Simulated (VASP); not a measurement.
CaSe: relaxation of cell and atoms with LDA

The system is CaSe.

```
CELL_PARAMETERS angstrom
3.65124 0.00000 0.00000
0.00000 3.65124 0.00000
0.00000 0.00000 3.65124
ATOMIC_POSITIONS crystal
Ca 0.00000 0.00000 0.00000
Se 0.50000 0.50000 0.50000
```

```yaml
Program: VASP 6.6.1
Task: relaxation of cell and atoms
Functional: LDA
Potentials_or_basis: VASP PAW LDA potentials, release 64 (Ca_sv, Se)
Cutoff: 600 eV
k_mesh: 6 × 6 × 6
Occupations: fermi-dirac, width 0.02 eV
Spin: no spin polarisation
Dipole_correction: no
Further_INCAR_settings: ALGO = Normal; EDIFF = 1e-07; IBRION = 2; EDIFFG = -0.005; NSW = 80; ISIF = 3
```

```yaml
Relaxed_volume: 22.43 Å³/atom
Relaxed_cell: a = 3.553 Å, b = 3.553 Å, c = 3.553 Å, α = 90.00°, β = 90.00°, γ = 90.00°
Space_group_after_relaxing_to_0.1_Å: Pm-3m (No. 221)
Energy_gained_by_relaxing: 26.8 meV/atom
Ionic_steps: 3
Pressure_after_relaxing: 0.0 GPa
Band_gap_on_the_k_mesh: 0.48 eV
```

Step by step:
```tsv
step	energy change (eV)	largest force (eV/Å)	pressure (GPa)	volume (Å³)
1	0.0000	0.0000	-4.19	48.68
2	-0.0523	0.0000	0.75	44.33
3	-0.0535	0.0000	0.01	44.85
```

Final structure:
```cif
data_structure
_symmetry_space_group_name_H-M 'P 1'
_symmetry_Int_Tables_number 1
_cell_length_a 3.5531
_cell_length_b 3.5531
_cell_length_c 3.5531
_cell_angle_alpha 90.000
_cell_angle_beta 90.000
_cell_angle_gamma 90.000
_cell_volume 44.85
loop_
_atom_site_label
_atom_site_type_symbol
_atom_site_fract_x
_atom_site_fract_y
_atom_site_fract_z
_atom_site_occupancy
Ca1 Ca 0.00000 0.00000 0.00000 1
Se1 Se 0.50000 0.50000 0.50000 1
```

Levels at points of the mesh, in eV from the valence-band top:
| k point | band 4 | band 5 | band 6 | band 7 | band 8 | band 9 | band 10 | band 11 | band 12 |
| --- | --- | --- | --- | --- | --- | --- | --- | --- | --- |
| (0.00, 0.00, 0.00) | -21.96 | -13.42 | -0.93 | -0.93 | -0.93 | 0.73 | 0.73 | 2.28 | 4.39 |
| (0.50, 0.00, 0.00) | -21.93 | -12.54 | -5.34 | -1.20 | -1.20 | 1.74 | 4.67 | 4.82 | 4.89 |
| (0.50, 0.50, 0.00) | -21.91 | -12.24 | -3.83 | -3.83 | 0.00 | 0.48 | 2.88 | 3.04 | 3.04 |
| (0.50, 0.50, 0.50) | -22.12 | -11.57 | -4.09 | -4.09 | -4.09 | 3.82 | 3.82 | 3.82 | 5.56 |

Run time: 29 s on 1 thread of Intel(R) Xeon(R) Platinum 8259CL CPU @ 2.50GHz (Skylake/Cascade Lake), with other jobs on the host, peak memory 0.16 GiB.

A k mesh can miss the band edges.
